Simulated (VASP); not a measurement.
# Ni (I4/mmm) in VASP: a series of runs

The runs below take Ni through single point, with PBE.

Program: VASP 6.6.1. These are calculated values, not measurements. Logs are shortened: lines on timing, memory, paths and dates and some standing lists are left out, and cuts for length are marked.

## 1. The cell of the first run

Symmetry: I4/mmm, No. 139, tetragonal system. The conventional cell has a = 2.716 Å, b = 2.716 Å, c = 2.996 Å, α = 90.00°, β = 90.00°, γ = 90.00°. Ni (site symmetry 4/mmm) has 14 Ni at 2.44 to 3.00 Å within 3.2 Å.

## 2. Single point, PBE, collinear spin, ferromagnetic start

Contents of INCAR:

```
SYSTEM = Ni
PREC = Accurate ; ENCUT = 520
EDIFF = 1E-6 ; ISMEAR = 0
SIGMA = 0.15 ; LREAL = .FALSE.
LASPH = .TRUE. ; NELM = 150
ALGO = Normal ; ISIF = 2
LWAVE = .FALSE. ; LCHARG = .TRUE.
ISPIN = 2 ; MAGMOM = 0.81
LORBIT = 11 ; LMAXMIX = 4
GGA = PE ; LELF = .TRUE.
LVHAR = .TRUE. ; NBANDS = 15
```

Contents of KPOINTS:

```
regular mesh
0
G
  26 26 26
  0 0 0
```

Contents of POSCAR:

```
Ni
1.0
    0.0000000000      1.9206067205      1.4980732420
    1.9206067205      0.0000000000      1.4980732420
    1.9206067205      1.9206067205      0.0000000000
Ni
1
Direct
    0.0000000000      0.0000000000      0.0000000000
```

Potentials or basis: VASP PAW PBE potentials, release 64 (Ni).

On the command line:

```bash
$ cat potpaw_PBE.64/Ni/POTCAR > POTCAR
$ mpirun -np 1 vasp_std > vasp.out
```

OUTCAR:

```text
SYSTEM = Ni
   PREC = Accurate
   ENCUT = 520
   EDIFF = 1E-6
   ISMEAR = 0
   LREAL = .FALSE.
   LASPH = .TRUE.
   NELM = 150
   ISIF = 2
   ISPIN = 2
   LORBIT = 11
   GGA = PE

 ion  position               nearest neighbor table
   1  0.000  0.000  0.000-

  LATTYP: Found a body centered tetragonal cell.
 ALAT       =     2.7161480721
 C/A-ratio  =     1.1030865787

  Lattice vectors:

 A1 = (   0.0000000000,  -1.9206067205,  -1.4980732420)
 A2 = (   0.0000000000,   1.9206067205,  -1.4980732420)
 A3 = (   1.9206067205,   0.0000000000,   1.4980732420)

Analysis of symmetry for initial positions (statically):
=====================================================================
 Subroutine PRICEL returns:
 Original cell was already a primitive cell.

 Routine SETGRP: Setting up the symmetry group for a
 body centered tetragonal supercell.

 Subroutine GETGRP returns: Found 16 space group operations
 (whereof 16 operations were pure point group operations)
 out of a pool of 16 trial point group operations.

The static configuration has the point symmetry D_4h.

Analysis of symmetry for dynamics (positions and initial velocities):
=====================================================================
 Subroutine PRICEL returns:
 Original cell was already a primitive cell.

 Routine SETGRP: Setting up the symmetry group for a
 body centered tetragonal supercell.

 Subroutine GETGRP returns: Found 16 space group operations
 (whereof 16 operations were pure point group operations)
 out of a pool of 16 trial point group operations.

The dynamic configuration has the point symmetry D_4h.

Analysis of structural, dynamic, and magnetic symmetry:
=====================================================================
 Subroutine PRICEL returns:
 Original cell was already a primitive cell.

 Routine SETGRP: Setting up the symmetry group for a
 body centered tetragonal supercell.

 Subroutine GETGRP returns: Found 16 space group operations
 (whereof 16 operations were pure point group operations)
 out of a pool of 16 trial point group operations.

The overall configuration has the point symmetry D_4h.

 Subroutine INISYM returns: Found 16 space group operations
 (whereof 16 operations are pure point group operations),
 and found     1 'primitive' translations

----------------------------------------------------------------------------------------

                                     Primitive cell

  volume of cell :      11.0520

  direct lattice vectors                    reciprocal lattice vectors
     0.000000000  1.920606720  1.498073242    -0.260334401  0.260334401  0.333762052
     1.920606720  0.000000000  1.498073242     0.260334401 -0.260334401  0.333762052
     1.920606720  1.920606720  0.000000000     0.260334401  0.260334401 -0.333762052

  length of vectors
     2.435765509  2.435765509  2.716148072     0.496935718  0.496935718  0.496935718

  position of ions in fractional coordinates (direct lattice)
     0.000000000  0.000000000  0.000000000

  ion indices of the primitive-cell ions
   primitive index   ion index
                 1           1

----------------------------------------------------------------------------------------

 KPOINTS: regular mesh

Automatic generation of k-mesh.
 Grid dimensions read from file:
 generate k-points for:   26   26   26

 Generating k-lattice:

  Cartesian coordinates                     Fractional coordinates (reciprocal lattice)
    -0.010012862  0.010012862  0.012837002     0.038461538  0.000000000  0.000000000
     0.010012862 -0.010012862  0.012837002     0.000000000  0.038461538  0.000000000
     0.010012862  0.010012862 -0.012837002     0.000000000  0.000000000  0.038461538

  Length of vectors
     0.019112912  0.019112912  0.019112912

  Shift w.r.t. Gamma in fractional coordinates (k-lattice)
     0.000000000  0.000000000  0.000000000

 Subroutine IBZKPT returns following result:
 ===========================================

 Found   1330 irreducible k-points:

 Following reciprocal coordinates:
            Coordinates               Weight
  0.000000  0.000000  0.000000      1.000000
  0.038462 -0.000000  0.000000      8.000000
  0.076923 -0.000000  0.000000      8.000000
  0.115385  0.000000  0.000000      8.000000
  0.153846  0.000000  0.000000      8.000000
  0.192308 -0.000000  0.000000      8.000000
[... 16 lines left out ...]
  0.346154  0.038462  0.000000      8.000000
  0.384615  0.038462  0.000000      8.000000
 [... further k-points ...]
   k-points           NKPTS =   1330   k-points in BZ     NKDIM =   1330   number of bands    NBANDS=     15
   number of dos      NEDOS =    301   number of ions     NIONS =      1
   total plane-waves  NPLWV =   6480
   dimension x,y,z NGX =    18 NGY =   18 NGZ =   20
   dimension x,y,z NGXF=    36 NGYF=   36 NGZF=   40
   ions per type =               1
   NGX,Y,Z   is equivalent  to a cutoff of  12.29, 12.29, 12.24 a.u.
   NGXF,Y,Z  is equivalent  to a cutoff of  24.57, 24.57, 24.48 a.u.
 SYSTEM =  Ni
   PREC   = accura    normal or accurate (medium, high low for compatibility)
   ISTART =      0    job   : 0-new  1-cont  2-samecut
   ICHARG =      2    charge: 1-file 2-atom 10-const
   ISPIN  =      2    spin polarized calculation?
   LNONCOLLINEAR =      F non collinear calculations
   LSORBIT =      F    spin-orbit coupling
   LASPH  =      T    aspherical Exc in radial PAW
   ENCUT  =  520.0 eV  38.22 Ry    6.18 a.u.   4.53  4.53  5.05*2*pi/ulx,y,z
   NELM   =    150;   NELMIN=  2; NELMDL= -5     # of ELM steps
   EDIFF  = 0.1E-05   stopping-criterion for ELM
   LREAL  =      F    real-space projection
   EDIFFG = 0.1E-04   stopping-criterion for IOM
   NSW    =      0    number of steps for IOM
   IBRION =     -1    ionic relax: 0-MD 1-quasi-New 2-CG
   NFREE  =      0    steps in history (QN), initial steepest desc. (CG)
   ISIF   =      2    stress and relaxation
   ISYM   =      2    0-nonsym 1-usesym 2-fastsym
   POTIM  = 0.5000    time-step for ionic-motion
   TEBEG  =    0.0;   TEEND  =   0.0 temperature during run
   PSTRESS=    0.0 pullay stress
   NELECT =      10.0000    total number of electrons
   NUPDOWN=      -1.0000    fix difference up-down
   EMIN   =  10.00;   EMAX   =-10.00  energy-range for DOS
   EFERMI =   0.00;   METHOD = LEGACY
   ISMEAR =     0;   SIGMA  =   0.15  broadening in eV -4-tet -1-fermi 0-gaus
   EFERMI_NEDOS =   21; number of points for ismear=-14 and -15
   IALGO  =     38    algorithm
   IMIX   =      4    mixing-type and parameters
     AMIX     =   0.40;   BMIX     =  1.00
     AMIX_MAG =   1.60;   BMIX_MAG =  1.00
  volume/ion in A,a.u.               =      11.05        74.58
  Fermi-wavevector in a.u.,A,eV,Ry     =   1.583415  2.992221 34.112584  2.507204
  Thomas-Fermi vector in A             =   2.683189
   LORBIT       =     11    0 simple, 1 ext, 2 COOP (PROOUT), +10 PAW based schemes
   GGA     = PE    functional components
   LHFCALC =     F    Hartree Fock is set to
   AEXX    =    0.0000 exact exchange contribution
   IVDW    =     0    specifies the selected vdW correction
   LEPSILON=     F    determine dielectric tensor
   LRPA    =     F    only Hartree local field effects (RPA)
 spin polarized calculation
 Gauss-broadening in eV      SIGMA  =   0.15
  energy-cutoff  :      520.00
  volume of cell :       11.05
 maximum number of plane-waves:       312
   NGX =  9   NGY =  9   NGZ =  9

 number of electron      10.0000000 magnetization       0.8100000

 number of electron       9.9999998 magnetization       0.5729680

 Free energy of the ion-electron system (eV)
  ---------------------------------------------------
  ext. energy  EPLUGINS =         0.00000000
  ---------------------------------------------------
  free energy    TOTEN  =        -5.40067323 eV

  energy without entropy =       -5.38142175  energy(sigma->0) =       -5.39104749

 E-fermi :   9.0620     XC(G=0): -13.1587

 val. band max:        9.0619563920   @ k =  -0.2308   0.2308   0.0769
 cond. band min:       9.0621838833   @ k =   0.4615   0.0000   0.1923
 fundamental gap:      0.0002274912
 Fermi energy:         9.0620337509

 spin component 1

 k-point     1 :       0.0000    0.0000    0.0000
  band No.  band energies     occupation
      1       0.2544      1.00000
      2       6.6454      1.00000
      3       6.6454      1.00000
      4       7.1048      1.00000
      5       7.7941      1.00000
      6       8.3420      1.00000
      7      34.0425      0.00000
      8      35.8356      0.00000
      9      35.8356      0.00000
     10      39.1978      0.00000
     11      39.4455      0.00000
     12      40.7586      0.00000
     13      40.7586      0.00000
     14      40.9573      0.00000
     15      42.4005      0.00000

 k-point     2 :       0.0385   -0.0000    0.0000
  band No.  band energies     occupation
      1       0.3135      1.00000
      2       6.6456      1.00000
      3       6.6550      1.00000
      4       7.1088      1.00000
      5       7.7869      1.00000
      6       8.3351      1.00000
      7      33.7736      0.00000
      8      35.3957      0.00000
      9      35.7247      0.00000
     10      38.4508      0.00000
     11      39.5952      0.00000
     12      40.4681      0.00000
     13      40.4833      0.00000
     14      42.0784      0.00000
     15      42.2106      0.00000
[... 365 lines left out ...]
      3       6.9418      1.00000
      4       7.7453      1.00000
      5       8.2911      1.00000
      6       8.4112      1.00000
      7      19.6497      0.00000
      8      29.7429      0.00000
      9      30.4033      0.00000
     10      34.9434      0.00000
     11      37.2110      0.00000
     12      42.1253      0.00000
     13      42.9140      0.00000
     14      49.9386      0.00000
     15      53.0721      0.00000

 k-point    24 :       0.3846    0.0385    0.0000
  band No.  band energies     occupation
      1       4.2310      1.00000
      2       6.2257      1.00000
      3       7.3351      1.00000
      4       7.7592      1.00000
      5       8.4328      1.00000
      6       8.6085      0.99999
      7      18.0318      0.00000
      8      29.3339      0.00000
      9      29.9626      0.00000
     10      34.5900      0.00000
     11      37.1483      0.00000
     12      42.3840      0.00000
     13      43.5418      0.00000
     14      49.5496      0.00000
     15      54.9950      0.00000

 [... further k-points ...]

 spin component 2

 k-point     1 :       0.0000    0.0000    0.0000
  band No.  band energies     occupation
      1       0.2319      1.00000
      2       7.3545      1.00000
      3       7.3545      1.00000
      4       7.7298      1.00000
      5       8.3821      1.00000
      6       8.8169      0.98958
      7      33.9163      0.00000
      8      35.7418      0.00000
      9      35.7418      0.00000
     10      39.3130      0.00000
     11      39.4074      0.00000
     12      40.8542      0.00000
     13      40.9103      0.00000
     14      40.9103      0.00000
     15      42.6053      0.00000

 k-point     2 :       0.0385   -0.0000    0.0000
  band No.  band energies     occupation
      1       0.2910      1.00000
      2       7.3540      1.00000
      3       7.3641      1.00000
      4       7.7339      1.00000
      5       8.3743      1.00000
      6       8.8098      0.99131
      7      33.6639      0.00000
      8      35.3140      0.00000
      9      35.6437      0.00000
     10      38.5409      0.00000
     11      39.5670      0.00000
     12      40.5318      0.00000
     13      40.6134      0.00000
     14      42.0963      0.00000
     15      42.3945      0.00000
[... 365 lines left out ...]
      3       7.3270      1.00000
      4       8.3393      1.00000
      5       8.8118      0.99084
      6       9.1407      0.22903
      7      19.8420      0.00000
      8      29.6793      0.00000
      9      30.5277      0.00000
     10      35.0212      0.00000
     11      37.2662      0.00000
     12      42.1074      0.00000
     13      42.9390      0.00000
     14      50.1102      0.00000
     15      53.0813      0.00000

 k-point    24 :       0.3846    0.0385    0.0000
  band No.  band energies     occupation
      1       4.4663      1.00000
      2       6.8482      1.00000
      3       7.6193      1.00000
      4       8.3310      1.00000
      5       8.9429      0.86941
      6       9.3499      0.00333
      7      18.2635      0.00000
      8      29.2665      0.00000
      9      30.0817      0.00000
     10      34.6744      0.00000
     11      37.2098      0.00000
     12      42.3635      0.00000
     13      43.5638      0.00000
     14      49.7310      0.00000
     15      55.0030      0.00000

 [... further k-points ...]

------------------------ aborting loop because EDIFF is reached ----------------------------------------

  FORCE on cell =-STRESS in cart. coord.  units (eV):
  Direction    XX          YY          ZZ          XY          YZ          ZX
  --------------------------------------------------------------------------------------
  -------------------------------------------------------------------------------------
  Total       -0.2449195     -0.2449195      0.2158360      0.0000000      0.0000000     -0.0000000
  in kB      -35.5053709    -35.5053709     31.2892083      0.0000000      0.0000000     -0.0000000
  external PRESSURE =     -13.2405112 kB  Pullay stress =       0.0000000 kB

 VOLUME and BASIS-vectors are now :
 -----------------------------------------------------------------------------
  energy-cutoff  :      520.00
  volume of cell :       11.05
      direct lattice vectors                 reciprocal lattice vectors
     0.000000000  1.920606720  1.498073242    -0.260334401  0.260334401  0.333762052
     1.920606720  0.000000000  1.498073242     0.260334401 -0.260334401  0.333762052
     1.920606720  1.920606720  0.000000000     0.260334401  0.260334401 -0.333762052

 POSITION                                       TOTAL-FORCE (eV/Angst)
 -----------------------------------------------------------------------------------
      0.00000      0.00000      0.00000        -0.000000      0.000000     -0.000000
 -----------------------------------------------------------------------------------
    total drift:                                0.000000     -0.000000      0.000000

  FREE ENERGIE OF THE ION-ELECTRON SYSTEM (eV)
  ---------------------------------------------------
  free  energy   TOTEN  =        -5.4006732275 eV

  energy  without entropy=       -5.3814217497  energy(sigma->0) =       -5.39104749

 total charge

# of ion       s       p       d       tot
------------------------------------------
    1        0.487   0.477   8.323   9.287

 magnetization (x)

# of ion       s       p       d       tot
------------------------------------------
    1       -0.005  -0.019   0.608   0.584
```

It took 7 min on 1 thread of Oxide Virtual Turin-like, shared host; peak memory 0.37 GiB.

What came out:

| Quantity | Value |
| --- | --- |
| Free energy | -5.4007 eV |
| Pressure | -1.3 GPa |
| Net moment | 0.57 μB per cell |
| Site moments | Ni +0.58 μB |
| Valence electrons inside the program's atomic spheres | Ni 9.29 |

Caveat: the stress differs along the axes, from -4 to 3 GPa.

## 3. Single point, PBE, collinear spin, ferromagnetic start

This run uses another cell than the first one, of the same volume but with other edges.

Contents of INCAR:

```
PREC = Accurate ; ENCUT = 520
EDIFF = 1E-7 ; ISMEAR = 0
SIGMA = 0.15 ; LREAL = False
LASPH = True ; NELM = 150
ALGO = Normal ; ISIF = 2
LWAVE = False ; LCHARG = True
ISPIN = 2 ; MAGMOM = 0.81
LORBIT = 11 ; LMAXMIX = 4
GGA = PE ; LELF = True
LVHAR = True ; NBANDS = 15
```

Contents of KPOINTS:

```
regular mesh
0
Gamma
  26 26 26
```

Contents of POSCAR:

```
Ni
1.0
    0.0000000000      1.6199024453      2.1058731788
    1.6199024453      0.0000000000      2.1058731788
    1.6199024453      1.6199024453      0.0000000000
Ni
1
Direct
    0.0000000000      0.0000000000      0.0000000000
```

Potentials or basis: VASP PAW PBE potentials, release 64 (Ni).

On the command line:

```bash
$ cat potpaw_PBE.64/Ni/POTCAR > POTCAR
$ mpirun -np 1 vasp_std > vasp.out
```

Run time: 8.7 min. Hardware: 1 thread of Oxide Virtual Turin-like, shared host; peak memory 0.37 GiB.

It converged, with:

```yaml
Free_energy: -5.2456 eV
Pressure: 3.8 GPa
Net_moment: 0.53 μB per cell
Site_moments: Ni +0.54 μB
Valence_electrons_inside_the_program's_atomic_spheres: Ni 9.32
```

Stress tensor (GPa, compression positive):
```
 17.56   0.00   0.00
  0.00  17.56   0.00
  0.00   0.00 -23.60
```

Levels at points of the mesh, in eV from the Fermi level:
Spin up:
```
           k point  band 2  band 3  band 4  band 5  band 6  band 7  band 8  band 9
(0.00, 0.00, 0.00)   -3.32   -2.19   -1.50   -1.50   -0.48   23.70   24.93   28.38
(0.50, 0.00, 0.00)   -2.97   -1.60   -0.62   -0.31    0.00    6.03   16.87   22.78
(0.50, 0.50, 0.00)   -4.05   -0.69   -0.38   -0.38   -0.30    5.01   19.41   19.41
(0.50, 0.00, 0.50)   -3.73   -1.02   -0.62    0.34    4.76   11.57   13.28   13.61
```
Spin down:
| k point | band 2 | band 3 | band 4 | band 5 | band 6 | band 7 | band 8 | band 9 |
| --- | --- | --- | --- | --- | --- | --- | --- | --- |
| (0.00, 0.00, 0.00) | -2.79 | -1.71 | -0.88 | -0.88 | 0.14 | 23.63 | 24.82 | 28.38 |
| (0.50, 0.00, 0.00) | -2.48 | -1.02 | -0.03 | 0.04 | 0.28 | 6.36 | 16.88 | 22.88 |
| (0.50, 0.50, 0.00) | -3.56 | -0.72 | 0.30 | 0.30 | 0.33 | 5.31 | 19.44 | 19.44 |
| (0.50, 0.00, 0.50) | -3.24 | -0.36 | -0.08 | 1.00 | 4.76 | 11.77 | 13.34 | 13.59 |

Caveat: the stress differs along the axes, from -24 to 18 GPa.
